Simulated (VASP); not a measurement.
# BaTiO3 (R3m) in VASP: notebook

BaTiO3 is run at these levels: PBE; tasks: single point, relaxation of the atoms.

Program: VASP 6.6.1. These are calculated values, not measurements. Logs are shortened: lines on timing, memory, paths and dates and some standing lists are left out, and cuts for length are marked.

## 1. The cell of the first run

Symmetry: R3m, No. 160, trigonal system. The conventional cell has a = 5.655 Å, b = 5.655 Å, c = 6.955 Å, α = 90.00°, β = 90.00°, γ = 120.00°. Ba (site symmetry 3m) has 12 O at 2.77 to 2.91 Å and 8 Ti at 3.40 to 3.56 Å within 3.6 Å. Within 2.5 Å of Ti (site symmetry 3m) lie 6 O at 1.88 to 2.13 Å. O (site symmetry m) has 2 Ti at 1.88 to 2.13 Å within 2.5 Å.

## 2. Single point, PBE

File INCAR:

```
SYSTEM = BaTiO3
PREC = Accurate ; ENCUT = 520
EDIFF = 1E-7 ; ISMEAR = -1
SIGMA = 0.02 ; LREAL = .FALSE.
LASPH = .TRUE. ; NELM = 60
ALGO = Normal ; ISIF = 2
LWAVE = .FALSE. ; LCHARG = .FALSE.
GGA = PE ; NBANDS = 28
```

File KPOINTS:

```
regular mesh
0
G
  5 5 5
  0 0 0
```

File POSCAR:

```
BaTiO3
1.0
    2.8273666084      1.6323808724      2.3183934932
   -2.8273666084      1.6323808724      2.3183934932
    0.0000000000     -3.2647617449      2.3183934932
Ba Ti O
1 1 3
Direct
   -0.0024129777     -0.0024129777     -0.0024129777
    0.4857229253      0.4857229253      0.4857229253
    0.5097979682      0.5097979682      0.0162941160
    0.0162941160      0.5097979682      0.5097979682
    0.5097979682      0.0162941160      0.5097979682
```

Potentials or basis: VASP PAW PBE potentials, release 64 (Ba_sv, Ti_sv, O).

The run is started by

```
$ cat potpaw_PBE.64/Ba_sv/POTCAR potpaw_PBE.64/Ti_sv/POTCAR potpaw_PBE.64/O/POTCAR > POTCAR
$ mpirun -np 1 vasp_std > vasp.out
```

OUTCAR:

```text
SYSTEM = BaTiO3
   PREC = Accurate
   ENCUT = 520
   EDIFF = 1E-7
   ISMEAR = -1
   LREAL = .FALSE.
   LASPH = .TRUE.
   NELM = 60
   ISIF = 2
   GGA = PE

 ion  position               nearest neighbor table
   1  0.998  0.998  0.998-   3 2.77   4 2.77   5 2.77   4 2.83   5 2.83   5 2.83   4 2.83   3 2.83
                             3 2.83   3 2.91   4 2.91   5 2.91   2 3.40   2 3.44   2 3.44   2 3.44
   2  0.486  0.486  0.486-   4 1.88   5 1.88   3 1.88   5 2.13   4 2.13   3 2.13   1 3.40   1 3.44
                             1 3.44   1 3.44   1 3.49   1 3.49   1 3.49   1 3.56
   3  0.510  0.510  0.016-   2 1.88   2 2.13   1 2.77   1 2.83   1 2.83   1 2.91
   4  0.016  0.510  0.510-   2 1.88   2 2.13   1 2.77   1 2.83   1 2.83   1 2.91
   5  0.510  0.016  0.510-   2 1.88   2 2.13   1 2.77   1 2.83   1 2.83   1 2.91

  LATTYP: Found a trigonal (rhomboedric) cell.
 ALAT       =     4.0042000000
 COS(alpha) =     0.0028448828

  Lattice vectors:

 A1 = (   2.8273666084,   1.6323808724,   2.3183934932)
 A2 = (  -2.8273666084,   1.6323808724,   2.3183934932)
 A3 = (   0.0000000000,  -3.2647617449,   2.3183934932)

Analysis of symmetry for initial positions (statically):
=====================================================================
 Subroutine PRICEL returns:
 Original cell was already a primitive cell.

 Routine SETGRP: Setting up the symmetry group for a
 trigonal (rhombohedral) supercell.

 Subroutine GETGRP returns: Found  6 space group operations
 (whereof  6 operations were pure point group operations)
 out of a pool of 12 trial point group operations.

The static configuration has the point symmetry C_3v.

Analysis of symmetry for dynamics (positions and initial velocities):
=====================================================================
 Subroutine PRICEL returns:
 Original cell was already a primitive cell.

 Routine SETGRP: Setting up the symmetry group for a
 trigonal (rhombohedral) supercell.

 Subroutine GETGRP returns: Found  6 space group operations
 (whereof  6 operations were pure point group operations)
 out of a pool of 12 trial point group operations.

The dynamic configuration has the point symmetry C_3v.

 Subroutine INISYM returns: Found  6 space group operations
 (whereof  6 operations are pure point group operations),
 and found     1 'primitive' translations

----------------------------------------------------------------------------------------

                                     Primitive cell

  volume of cell :      64.2010

  direct lattice vectors                    reciprocal lattice vectors
     2.827366608  1.632380872  2.318393493     0.176843002  0.102100355  0.143777721
    -2.827366608  1.632380872  2.318393493    -0.176843002  0.102100355  0.143777721
     0.000000000 -3.264761745  2.318393493     0.000000000 -0.204200710  0.143777721

  length of vectors
     4.004200000  4.004200000  4.004200000     0.249739791  0.249739791  0.249739791

  position of ions in fractional coordinates (direct lattice)
     0.997587022  0.997587022  0.997587022
     0.485722925  0.485722925  0.485722925
     0.509797968  0.509797968  0.016294116
     0.016294116  0.509797968  0.509797968
     0.509797968  0.016294116  0.509797968

  ion indices of the primitive-cell ions
   primitive index   ion index
                 1           1
                 2           2
                 3           3
                 4           4
                 5           5

----------------------------------------------------------------------------------------

 KPOINTS: regular mesh

Automatic generation of k-mesh.
 Grid dimensions read from file:
 generate k-points for:    5    5    5

 Generating k-lattice:

  Cartesian coordinates                     Fractional coordinates (reciprocal lattice)
     0.035368600  0.020420071  0.028755544     0.200000000  0.000000000  0.000000000
    -0.035368600  0.020420071  0.028755544     0.000000000  0.200000000  0.000000000
     0.000000000 -0.040840142  0.028755544     0.000000000  0.000000000  0.200000000

  Length of vectors
     0.049947958  0.049947958  0.049947958

  Shift w.r.t. Gamma in fractional coordinates (k-lattice)
     0.000000000  0.000000000  0.000000000

 Subroutine IBZKPT returns following result:
 ===========================================

 Found     19 irreducible k-points:

 Following reciprocal coordinates:
            Coordinates               Weight
  0.000000  0.000000  0.000000      1.000000
  0.200000  0.000000  0.000000      6.000000
  0.400000  0.000000  0.000000      6.000000
  0.200000  0.200000  0.000000      6.000000
  0.400000  0.200000  0.000000     12.000000
 -0.400000  0.200000  0.000000     12.000000
[... 11 lines left out ...]
  0.400000  0.400000  0.400000      2.000000
 -0.400000  0.400000  0.400000      6.000000
   k-points           NKPTS =     19   k-points in BZ     NKDIM =     19   number of bands    NBANDS=     28
   number of dos      NEDOS =    301   number of ions     NIONS =      5
   total plane-waves  NPLWV =  27000
   dimension x,y,z NGX =    30 NGY =   30 NGZ =   30
   dimension x,y,z NGXF=    60 NGYF=   60 NGZF=   60
   ions per type =               1   1   3
   NGX,Y,Z   is equivalent  to a cutoff of  12.46, 12.46, 12.46 a.u.
   NGXF,Y,Z  is equivalent  to a cutoff of  24.91, 24.91, 24.91 a.u.
 SYSTEM =  BaTiO3
   PREC   = accura    normal or accurate (medium, high low for compatibility)
   ISTART =      0    job   : 0-new  1-cont  2-samecut
   ICHARG =      2    charge: 1-file 2-atom 10-const
   ISPIN  =      1    spin polarized calculation?
   LNONCOLLINEAR =      F non collinear calculations
   LSORBIT =      F    spin-orbit coupling
   LASPH  =      T    aspherical Exc in radial PAW
   ENCUT  =  520.0 eV  38.22 Ry    6.18 a.u.   7.45  7.45  7.45*2*pi/ulx,y,z
   NELM   =     60;   NELMIN=  2; NELMDL= -5     # of ELM steps
   EDIFF  = 0.1E-06   stopping-criterion for ELM
   LREAL  =      F    real-space projection
   EDIFFG = 0.1E-05   stopping-criterion for IOM
   NSW    =      0    number of steps for IOM
   IBRION =     -1    ionic relax: 0-MD 1-quasi-New 2-CG
   NFREE  =      0    steps in history (QN), initial steepest desc. (CG)
   ISIF   =      2    stress and relaxation
   ISYM   =      2    0-nonsym 1-usesym 2-fastsym
   POTIM  = 0.5000    time-step for ionic-motion
   TEBEG  =    0.0;   TEEND  =   0.0 temperature during run
   PSTRESS=    0.0 pullay stress
   NELECT =      40.0000    total number of electrons
   NUPDOWN=      -1.0000    fix difference up-down
   EMIN   =  10.00;   EMAX   =-10.00  energy-range for DOS
   EFERMI =   0.00;   METHOD = LEGACY
   ISMEAR =    -1;   SIGMA  =   0.02  broadening in eV -4-tet -1-fermi 0-gaus
   EFERMI_NEDOS =   21; number of points for ismear=-14 and -15
   IALGO  =     38    algorithm
   IMIX   =      4    mixing-type and parameters
     AMIX     =   0.40;   BMIX     =  1.00
     AMIX_MAG =   1.60;   BMIX_MAG =  1.00
  volume/ion in A,a.u.               =      12.84        86.65
  Fermi-wavevector in a.u.,A,eV,Ry     =   1.398237  2.642285 26.600301  1.955067
  Thomas-Fermi vector in A             =   2.521415
   LORBIT       =      0    0 simple, 1 ext, 2 COOP (PROOUT), +10 PAW based schemes
   GGA     = PE    functional components
   LHFCALC =     F    Hartree Fock is set to
   AEXX    =    0.0000 exact exchange contribution
   IVDW    =     0    specifies the selected vdW correction
   LEPSILON=     F    determine dielectric tensor
   LRPA    =     F    only Hartree local field effects (RPA)
 non-spin polarized calculation
  energy-cutoff  :      520.00
  volume of cell :       64.20
 maximum number of plane-waves:      1753
 NGX is ok and might be reduce to    30
   NGX = 15   NGY = 15   NGZ = 15

 number of electron      39.9999997 magnetization

 Free energy of the ion-electron system (eV)
  ---------------------------------------------------
  ext. energy  EPLUGINS =         0.00000000
  ---------------------------------------------------
  free energy    TOTEN  =       -39.99398215 eV

  energy without entropy =      -39.99398215  energy(sigma->0) =      -39.99398215

 E-fermi :   4.1624     XC(G=0): -11.2377

 val. band max:        3.6596130318   @ k =   0.4000   0.4000   0.4000
 cond. band min:       6.0929370993   @ k =   0.0000   0.0000   0.0000
 fundamental gap:      2.4333240675
 Fermi energy:         4.1624208935

 k-point     1 :       0.0000    0.0000    0.0000
  band No.  band energies     occupation
      1     -52.5618      2.00000
      2     -28.8115      2.00000
      3     -28.8115      2.00000
      4     -28.8098      2.00000
      5     -21.0282      2.00000
      6     -13.0625      2.00000
[... 20 lines left out ...]
     27       8.8528      0.00000
     28      11.1330      0.00000

 k-point     2 :       0.2000    0.0000    0.0000
  band No.  band energies     occupation
      1     -52.5614      2.00000
      2     -28.8294      2.00000
      3     -28.8108      2.00000
      4     -28.8096      2.00000
      5     -20.9880      2.00000
      6     -13.1006      2.00000
[... 20 lines left out ...]
     27       9.5939      0.00000
     28      12.0508      0.00000

 k-point     3 :       0.4000    0.0000    0.0000
  band No.  band energies     occupation
      1     -52.5608      2.00000
      2     -28.8589      2.00000
      3     -28.8097      2.00000
      4     -28.8085      2.00000
      5     -20.9212      2.00000
      6     -13.2571      2.00000
[... 20 lines left out ...]
     27      11.0718      0.00000
     28      12.0589      0.00000

 k-point     4 :       0.2000    0.2000    0.0000
  band No.  band energies     occupation
      1     -52.5610      2.00000
      2     -28.8287      2.00000
      3     -28.8283      2.00000
      4     -28.8095      2.00000
      5     -20.9528      2.00000
      6     -13.0551      2.00000
[... 423 lines left out ...]
     27      12.0791      0.00000
     28      12.4143      0.00000

 k-point    18 :       0.4000    0.4000    0.4000
  band No.  band energies     occupation
      1     -52.5590      2.00000
      2     -28.8541      2.00000
      3     -28.8541      2.00000
      4     -28.8523      2.00000
      5     -20.7873      2.00000
      6     -12.3651      2.00000
[... 20 lines left out ...]
     27      11.6914      0.00000
     28      11.6914      0.00000

 k-point    19 :      -0.4000    0.4000    0.4000
  band No.  band energies     occupation
      1     -52.5590      2.00000
      2     -28.8547      2.00000
      3     -28.8541      2.00000
      4     -28.8517      2.00000
      5     -20.7871      2.00000
      6     -12.3571      2.00000
[... 20 lines left out ...]
     27      11.6289      0.00000
     28      11.7217      0.00000

------------------------ aborting loop because EDIFF is reached ----------------------------------------

  FORCE on cell =-STRESS in cart. coord.  units (eV):
  Direction    XX          YY          ZZ          XY          YZ          ZX
  --------------------------------------------------------------------------------------
  -------------------------------------------------------------------------------------
  Total        2.5646555      2.5646555      2.5186938      0.0000000     -0.0000000      0.0000000
  in kB       64.0025980     64.0025980     62.8555931      0.0000000     -0.0000000      0.0000000
  external PRESSURE =      63.6202630 kB  Pullay stress =       0.0000000 kB

 VOLUME and BASIS-vectors are now :
 -----------------------------------------------------------------------------
  energy-cutoff  :      520.00
  volume of cell :       64.20
      direct lattice vectors                 reciprocal lattice vectors
     2.827366608  1.632380872  2.318393493     0.176843002  0.102100355  0.143777721
    -2.827366608  1.632380872  2.318393493    -0.176843002  0.102100355  0.143777721
     0.000000000 -3.264761745  2.318393493     0.000000000 -0.204200710  0.143777721

 POSITION                                       TOTAL-FORCE (eV/Angst)
 -----------------------------------------------------------------------------------
      0.00000     -0.00000      6.93840         0.000000     -0.000000      0.033528
      0.00000     -0.00000      3.37829         0.000000     -0.000000      0.058755
      0.00000      1.61117      2.40160         0.000000      0.020347     -0.030761
     -1.39532     -0.80559      2.40160        -0.017621     -0.010173     -0.030761
      1.39532     -0.80559      2.40160         0.017621     -0.010173     -0.030761
 -----------------------------------------------------------------------------------
    total drift:                                0.000000      0.000000     -0.000313

  FREE ENERGIE OF THE ION-ELECTRON SYSTEM (eV)
  ---------------------------------------------------
  free  energy   TOTEN  =       -39.9939821483 eV

  energy  without entropy=      -39.9939821483  energy(sigma->0) =      -39.99398215
```

It took 65 s on 1 thread of Intel Xeon 8259CL, shared host; peak memory 0.19 GiB.

Results:

* Free energy: -39.9940 eV
* Pressure: 6.4 GPa
* Largest force: 0.059 eV/Å
* Band gap on the k mesh: 2.43 eV, indirect (least direct gap 2.70 eV)

Forces on the atoms (eV/Å):
```
Ba   0.000  0.000  0.034
Ti   0.000  0.000  0.059
O    0.000  0.020 -0.031
O   -0.018 -0.010 -0.031
O    0.018 -0.010 -0.031
```

Levels at points of the mesh, in eV from the valence-band top:
```tsv
k point	band 17	band 18	band 19	band 20	band 21	band 22	band 23	band 24
(0.00, 0.00, 0.00)	-0.95	-0.39	-0.27	-0.27	2.43	2.43	2.58	4.54
```

Caveat: spin-orbit coupling is left out, which moves the levels of the heavy elements. A hybrid or GW would open this gap; PBE tends to underestimate it.

(Part 1 of 2 ends here.)
